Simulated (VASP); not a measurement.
# Ge in VASP: further runs

Ge is run at these levels: PBE+D3(BJ); tasks: single point.

Program: VASP 6.6.1. These are calculated values, not measurements. Logs are shortened: lines on timing, memory, paths and dates and some standing lists are left out, and cuts for length are marked.

### 1 The cell of the first run

The cell holds a slab with vacuum, 2 atoms: a = 3.836 Å, b = 3.836 Å, c = 28.000 Å, α = 90.00°, β = 90.00°, γ = 120.00°.

### 2 Single point, PBE+D3(BJ)

Contents of INCAR:

```
  ALGO = Normal
  DIPOL = 0.5 0.5 0.500
  EDIFF = 1E-6
  ENCUT = 520
  GGA = PE
  IDIPOL = 3
  ISIF = 2
  ISMEAR = 0
  IVDW = 12
  LASPH = T
  LCHARG = F
  LDIPOL = T
  LREAL = F
  LWAVE = F
  NBANDS = 21
  NELM = 100
  PREC = Accurate
  SIGMA = 0.1
```

Contents of KPOINTS:

```
k-points
0
Gamma
  12 12 1
```

Contents of POSCAR:

```
Ge
1.0
    3.8360000000      0.0000000000      0.0000000000
   -1.9180000000      3.3220734489      0.0000000000
    0.0000000000      0.0000000000     28.0000000000
Ge
2
Direct
    0.3333333333      0.6666666667      0.5130892857
    0.6666666667      0.3333333333      0.4869107143
```

Potentials or basis: VASP PAW PBE potentials, release 64 (Ge_d).

The run is started by

```
$ cat potpaw_PBE.64/Ge_d/POTCAR > POTCAR
$ mpirun -np 1 vasp_std > vasp.out
```

OUTCAR:

```text
EDIFF = 1E-6
   ENCUT = 520
   GGA = PE
   ISIF = 2
   ISMEAR = 0
   IVDW = 12
   LASPH = T
   LREAL = F
   NELM = 100
   PREC = Accurate
 IVDW          = 12

 ion  position               nearest neighbor table
   1  0.333  0.667  0.513-   2 2.33   2 2.33   2 2.33
   2  0.667  0.333  0.487-   1 2.33   1 2.33   1 2.33

  LATTYP: Found a hexagonal cell.
 ALAT       =     3.8360000000
 C/A-ratio  =     7.2992700730

  Lattice vectors:

 A1 = (   3.8360000000,   0.0000000000,   0.0000000000)
 A2 = (  -1.9180000000,   3.3220734489,   0.0000000000)
 A3 = (   0.0000000000,   0.0000000000,  28.0000000000)

Analysis of symmetry for initial positions (statically):
=====================================================================
 Subroutine PRICEL returns:
 Original cell was already a primitive cell.

 Routine SETGRP: Setting up the symmetry group for a
 hexagonal supercell.

 Subroutine GETGRP returns: Found 12 space group operations
 (whereof 12 operations were pure point group operations)
 out of a pool of 24 trial point group operations.

The static configuration has the point symmetry D_3d.

Analysis of symmetry for dynamics (positions and initial velocities):
=====================================================================
 Subroutine PRICEL returns:
 Original cell was already a primitive cell.

 Routine SETGRP: Setting up the symmetry group for a
 hexagonal supercell.

 Subroutine GETGRP returns: Found 12 space group operations
 (whereof 12 operations were pure point group operations)
 out of a pool of 24 trial point group operations.

The dynamic configuration has the point symmetry D_3d.

 Subroutine INISYM returns: Found 12 space group operations
 (whereof 12 operations are pure point group operations),
 and found     1 'primitive' translations

----------------------------------------------------------------------------------------

                                     Primitive cell

  volume of cell :     356.8173

  direct lattice vectors                    reciprocal lattice vectors
     3.836000000  0.000000000  0.000000000     0.260688217  0.150508412  0.000000000
    -1.918000000  3.322073449  0.000000000     0.000000000  0.301016824  0.000000000
     0.000000000  0.000000000 28.000000000     0.000000000  0.000000000  0.035714286

  length of vectors
     3.836000000  3.836000000 28.000000000     0.301016824  0.301016824  0.035714286

  position of ions in fractional coordinates (direct lattice)
     0.333333333  0.666666667  0.513089286
     0.666666667  0.333333333  0.486910714

  ion indices of the primitive-cell ions
   primitive index   ion index
                 1           1
                 2           2

----------------------------------------------------------------------------------------

 KPOINTS: k-points

Automatic generation of k-mesh.
 Grid dimensions read from file:
 generate k-points for:   12   12    1

 Generating k-lattice:

  Cartesian coordinates                     Fractional coordinates (reciprocal lattice)
     0.021724018  0.012542368  0.000000000     0.083333333  0.000000000  0.000000000
     0.000000000  0.025084735  0.000000000     0.000000000  0.083333333  0.000000000
     0.000000000  0.000000000  0.035714286     0.000000000  0.000000000  1.000000000

  Length of vectors
     0.025084735  0.025084735  0.035714286

  Shift w.r.t. Gamma in fractional coordinates (k-lattice)
     0.000000000  0.000000000  0.000000000

 Subroutine IBZKPT returns following result:
 ===========================================

 Found     19 irreducible k-points:

 Following reciprocal coordinates:
            Coordinates               Weight
  0.000000  0.000000  0.000000      1.000000
  0.083333 -0.000000  0.000000      6.000000
  0.166667  0.000000  0.000000      6.000000
  0.250000 -0.000000  0.000000      6.000000
  0.333333  0.000000  0.000000      6.000000
  0.416667 -0.000000  0.000000      6.000000
[... 11 lines left out ...]
  0.333333  0.250000  0.000000     12.000000
  0.333333  0.333333  0.000000      2.000000
   k-points           NKPTS =     19   k-points in BZ     NKDIM =     19   number of bands    NBANDS=     21
   number of dos      NEDOS =    301   number of ions     NIONS =      2
   total plane-waves  NPLWV = 189000
   dimension x,y,z NGX =    30 NGY =   30 NGZ =  210
   dimension x,y,z NGXF=    60 NGYF=   60 NGZF=  420
   ions per type =               2
   NGX,Y,Z   is equivalent  to a cutoff of  13.00, 13.00, 12.47 a.u.
   NGXF,Y,Z  is equivalent  to a cutoff of  26.00, 26.00, 24.94 a.u.
 SYSTEM =  unknown system
   PREC   = accura    normal or accurate (medium, high low for compatibility)
   ISTART =      0    job   : 0-new  1-cont  2-samecut
   ICHARG =      2    charge: 1-file 2-atom 10-const
   ISPIN  =      1    spin polarized calculation?
   LNONCOLLINEAR =      F non collinear calculations
   LSORBIT =      F    spin-orbit coupling
   LASPH  =      T    aspherical Exc in radial PAW
   ENCUT  =  520.0 eV  38.22 Ry    6.18 a.u.   7.13  7.13 52.06*2*pi/ulx,y,z
   NELM   =    100;   NELMIN=  2; NELMDL= -5     # of ELM steps
   EDIFF  = 0.1E-05   stopping-criterion for ELM
   LREAL  =      F    real-space projection
   EDIFFG = 0.1E-04   stopping-criterion for IOM
   NSW    =      0    number of steps for IOM
   IBRION =     -1    ionic relax: 0-MD 1-quasi-New 2-CG
   NFREE  =      0    steps in history (QN), initial steepest desc. (CG)
   ISIF   =      2    stress and relaxation
   ISYM   =      2    0-nonsym 1-usesym 2-fastsym
   POTIM  = 0.5000    time-step for ionic-motion
   TEBEG  =    0.0;   TEEND  =   0.0 temperature during run
   PSTRESS=    0.0 pullay stress
   NELECT =      28.0000    total number of electrons
   NUPDOWN=      -1.0000    fix difference up-down
   EMIN   =  10.00;   EMAX   =-10.00  energy-range for DOS
   EFERMI =   0.00;   METHOD = LEGACY
   ISMEAR =     0;   SIGMA  =   0.10  broadening in eV -4-tet -1-fermi 0-gaus
   EFERMI_NEDOS =   21; number of points for ismear=-14 and -15
   IALGO  =     38    algorithm
   IMIX   =      4    mixing-type and parameters
     AMIX     =   0.40;   BMIX     =  1.00
     AMIX_MAG =   1.60;   BMIX_MAG =  1.00
  volume/ion in A,a.u.               =     178.41      1203.96
  Fermi-wavevector in a.u.,A,eV,Ry     =   0.700883  1.324477  6.683686  0.491237
  Thomas-Fermi vector in A             =   1.785158
   LORBIT       =      0    0 simple, 1 ext, 2 COOP (PROOUT), +10 PAW based schemes
   GGA     = PE    functional components
   LHFCALC =     F    Hartree Fock is set to
   AEXX    =    0.0000 exact exchange contribution
   IVDW    =    12    specifies the selected vdW correction
   LEPSILON=     F    determine dielectric tensor
   LRPA    =     F    only Hartree local field effects (RPA)
 non-spin polarized calculation
 Gauss-broadening in eV      SIGMA  =   0.10
  energy-cutoff  :      520.00
  volume of cell :      356.82
 maximum number of plane-waves:      9687
 NGX is ok and might be reduce to    30
   NGX = 15   NGY = 15   NGZ =105

 dipolmoment           0.000000      0.000000      0.000000 electrons x Angstroem

 number of electron      27.9999988 magnetization

 dipolmoment           0.000000      0.000000     -0.000000 electrons x Angstroem

 Free energy of the ion-electron system (eV)
  ---------------------------------------------------
  ext. energy  EPLUGINS =         0.00000000
  ---------------------------------------------------
  free energy    TOTEN  =        -7.90885878 eV

  energy without entropy =       -7.90673647  energy(sigma->0) =       -7.90779762

 E-fermi :  -3.2705     XC(G=0):  -1.7180

 val. band max:       -3.2934691520   @ k =   0.3333   0.3333   0.0000
 cond. band min:      -2.7554168449   @ k =   0.3333   0.2500   0.0000
 fundamental gap:      0.5380523071
 Fermi energy:        -3.2704871948

 k-point     1 :       0.0000    0.0000    0.0000
  band No.  band energies     occupation
      1     -27.6956      2.00000
      2     -27.6956      2.00000
      3     -27.6117      2.00000
      4     -27.6117      2.00000
      5     -27.5747      2.00000
      6     -27.5244      2.00000
[... 13 lines left out ...]
     20       1.1422      0.00000
     21       1.5866      0.00000

 k-point     2 :       0.0833   -0.0000    0.0000
  band No.  band energies     occupation
      1     -27.6988      2.00000
      2     -27.6983      2.00000
      3     -27.6133      2.00000
      4     -27.6060      2.00000
      5     -27.5707      2.00000
      6     -27.5193      2.00000
[... 13 lines left out ...]
     20       1.4791      0.00000
     21       1.6079      0.00000

 k-point     3 :       0.1667    0.0000    0.0000
  band No.  band energies     occupation
      1     -27.7047      2.00000
      2     -27.7040      2.00000
      3     -27.6197      2.00000
      4     -27.5924      2.00000
      5     -27.5626      2.00000
      6     -27.5034      2.00000
[... 13 lines left out ...]
     20       1.9449      0.00000
     21       1.9981      0.00000

 k-point     4 :       0.2500   -0.0000    0.0000
  band No.  band energies     occupation
      1     -27.7091      2.00000
      2     -27.7075      2.00000
      3     -27.6303      2.00000
      4     -27.5763      2.00000
      5     -27.5592      2.00000
      6     -27.4778      2.00000
[... 13 lines left out ...]
     20       2.4250      0.00000
     21       2.6214      0.00000

 k-point     5 :       0.3333    0.0000    0.0000
  band No.  band energies     occupation
      1     -27.7122      2.00000
      2     -27.7044      2.00000
      3     -27.6434      2.00000
      4     -27.5626      2.00000
      5     -27.5621      2.00000
      6     -27.4488      2.00000
[... 13 lines left out ...]
     20       3.0660      0.00000
     21       3.2017      0.00000

 k-point     6 :       0.4167   -0.0000    0.0000
  band No.  band energies     occupation
      1     -27.7135      2.00000
      2     -27.6960      2.00000
      3     -27.6577      2.00000
      4     -27.5683      2.00000
      5     -27.5527      2.00000
      6     -27.4353      2.00000
[... 13 lines left out ...]
     20       3.6930      0.00000
     21       3.9782      0.00000

 k-point     7 :       0.5000   -0.0000    0.0000
  band No.  band energies     occupation
      1     -27.7138      2.00000
      2     -27.6888      2.00000
      3     -27.6668      2.00000
      4     -27.5709      2.00000
      5     -27.5494      2.00000
      6     -27.4394      2.00000
[... 13 lines left out ...]
     20       4.1509      0.00000
     21       4.2034      0.00000
[... 171 lines left out ...]
      1     -27.7293      2.00000
      2     -27.6887      2.00000
      3     -27.6612      2.00000
      4     -27.5541      2.00000
      5     -27.5269      2.00000
      6     -27.4541      2.00000
[... 13 lines left out ...]
     20       3.7887      0.00000
     21       4.2194      0.00000

 k-point    16 :       0.4167    0.1667    0.0000
  band No.  band energies     occupation
      1     -27.7304      2.00000
      2     -27.6829      2.00000
      3     -27.6689      2.00000
      4     -27.5438      2.00000
      5     -27.5348      2.00000
      6     -27.4491      2.00000
[... 13 lines left out ...]
     20       4.4841      0.00000
     21       4.6643      0.00000

 k-point    17 :       0.2500    0.2500    0.0000
  band No.  band energies     occupation
      1     -27.7333      2.00000
      2     -27.6889      2.00000
      3     -27.6598      2.00000
      4     -27.5539      2.00000
      5     -27.5033      2.00000
      6     -27.4722      2.00000
[... 13 lines left out ...]
     20       3.4755      0.00000
     21       3.7050      0.00000

 k-point    18 :       0.3333    0.2500    0.0000
  band No.  band energies     occupation
      1     -27.7376      2.00000
      2     -27.6817      2.00000
      3     -27.6696      2.00000
      4     -27.5408      2.00000
      5     -27.5003      2.00000
      6     -27.4650      2.00000
[... 13 lines left out ...]
     20       4.4117      0.00000
     21       4.6224      0.00000

 k-point    19 :       0.3333    0.3333    0.0000
  band No.  band energies     occupation
      1     -27.7407      2.00000
      2     -27.6759      2.00000
      3     -27.6759      2.00000
      4     -27.5351      2.00000
      5     -27.4754      2.00000
      6     -27.4671      2.00000
[... 13 lines left out ...]
     20       4.4149      0.00000
     21       4.4149      0.00000

------------------------ aborting loop because EDIFF is reached ----------------------------------------

 vacuum level on the upper side and lower side of the slab       (xc-potential included)        -0.007        -0.007

 Edisp (eV)   -0.33794

 E8    (eV) :    -0.1617

  FORCE on cell =-STRESS in cart. coord.  units (eV):
  Direction    XX          YY          ZZ          XY          YZ          ZX
  --------------------------------------------------------------------------------------
  -------------------------------------------------------------------------------------
  Total       3.13537     3.13537     0.13975    -0.00000    -0.00000    -0.00000
  in kB      14.07839    14.07839     0.62751    -0.00000    -0.00000    -0.00000
  external pressure =        9.59 kB  Pullay stress =        0.00 kB

 VOLUME and BASIS-vectors are now :
 -----------------------------------------------------------------------------
  energy-cutoff  :      520.00
  volume of cell :      356.82
      direct lattice vectors                 reciprocal lattice vectors
     3.836000000  0.000000000  0.000000000     0.260688217  0.150508412  0.000000000
    -1.918000000  3.322073449  0.000000000     0.000000000  0.301016824  0.000000000
     0.000000000  0.000000000 28.000000000     0.000000000  0.000000000  0.035714286

 POSITION                                       TOTAL-FORCE (eV/Angst)
 -----------------------------------------------------------------------------------
     -0.00000      2.21472     14.36650         0.000000      0.000000      0.210121
      1.91800      1.10736     13.63350        -0.000000     -0.000000     -0.210121
 -----------------------------------------------------------------------------------
    total drift:                                0.000000      0.000000     -0.000000

  FREE ENERGIE OF THE ION-ELECTRON SYSTEM (eV)
  ---------------------------------------------------
  free  energy   TOTEN  =        -8.2467975402 eV

  energy  without entropy=       -8.2446752250  energy(sigma->0) =       -8.24573638

 vacuum level on the upper side and lower side of the slab         1.124         1.124
```

Wall time 2.8 min (1 thread of Intel Xeon 6975P-C (Granite Rapids), shared host); peak memory 0.48 GiB.

What came out:

| Property | Result |
| --- | --- |
| Free energy | -8.2468 eV |
| Largest force | 0.210 eV/Å |
| Band gap on the k mesh | zero (filled and empty bands touch) |
| Dispersion energy per atom | -0.169 eV |

Forces on the atoms (eV/Å):
```
Ge   0.000  0.000  0.210
Ge   0.000  0.000 -0.210
```

Levels at points of the mesh, in eV from the Fermi level:
| k point | band 12 | band 13 | band 14 | band 15 | band 16 | band 17 |
| --- | --- | --- | --- | --- | --- | --- |
| (0.00, 0.00, 0.00) | -3.74 | -0.05 | -0.05 | 1.82 | 2.08 | 4.16 |
| (0.50, 0.00, 0.00) | -7.52 | -1.87 | -1.26 | 0.64 | 2.11 | 5.50 |

### 3 Single point, PBE+D3(BJ)

Contents of INCAR:

```
SYSTEM = Ge
  PREC = Accurate
  ENCUT = 520
  EDIFF = 1E-6
  ISMEAR = 0
  SIGMA = 0.1
  LREAL = .FALSE.
  LASPH = .TRUE.
  NELM = 80
  ALGO = Normal
  ISIF = 2
  LWAVE = .FALSE.
  LCHARG = .TRUE.
  LDIPOL = .TRUE.
  IDIPOL = 3
  DIPOL = 0.5 0.5 0.500
  GGA = PE
  IVDW = 12
  LELF = .TRUE.
  LVHAR = .TRUE.
  LVACPOTAV = .TRUE.
  NBANDS = 21
```

Contents of KPOINTS:

```
regular mesh
0
G
  12 12 1
  0 0 0
```

Contents of POSCAR:

```
Ge
1.0
    3.8360000000      0.0000000000      0.0000000000
   -1.9180000000      3.3220734489      0.0000000000
    0.0000000000      0.0000000000     28.0000000000
Ge
2
Direct
    0.3333333333      0.6666666667      0.5183214286
    0.6666666667      0.3333333333      0.4816785714
```

Potentials or basis: VASP PAW PBE potentials, release 64 (Ge_d).

The run is started by

```
$ cat potpaw_PBE.64/Ge_d/POTCAR > POTCAR
$ mpirun -np 1 vasp_std > vasp.out
```

It took 2.7 min on 1 thread of Intel Xeon 6975P-C (Granite Rapids), shared host; peak memory 0.48 GiB.

It converged, with:

```yaml
Free_energy: -8.1452 eV
Largest_force: 0.898 eV/Å
Band_gap_on_the_k_mesh: zero (bands 14 and 15 overlap by 0.98 eV)
Dispersion_energy_per_atom: -0.169 eV
```

Forces in eV/Å, atoms in the order of the input:
```
Ge   0.000  0.000 -0.898
Ge   0.000  0.000  0.898
```

Levels at points of the mesh, in eV from the Fermi level:
| k point | band 12 | band 13 | band 14 | band 15 | band 16 | band 17 |
| --- | --- | --- | --- | --- | --- | --- |
| (0.00, 0.00, 0.00) | -4.41 | 0.53 | 0.53 | 1.15 | 2.32 | 3.91 |
| (0.50, 0.00, 0.00) | -7.16 | -1.71 | -1.27 | 0.07 | 2.45 | 4.63 |
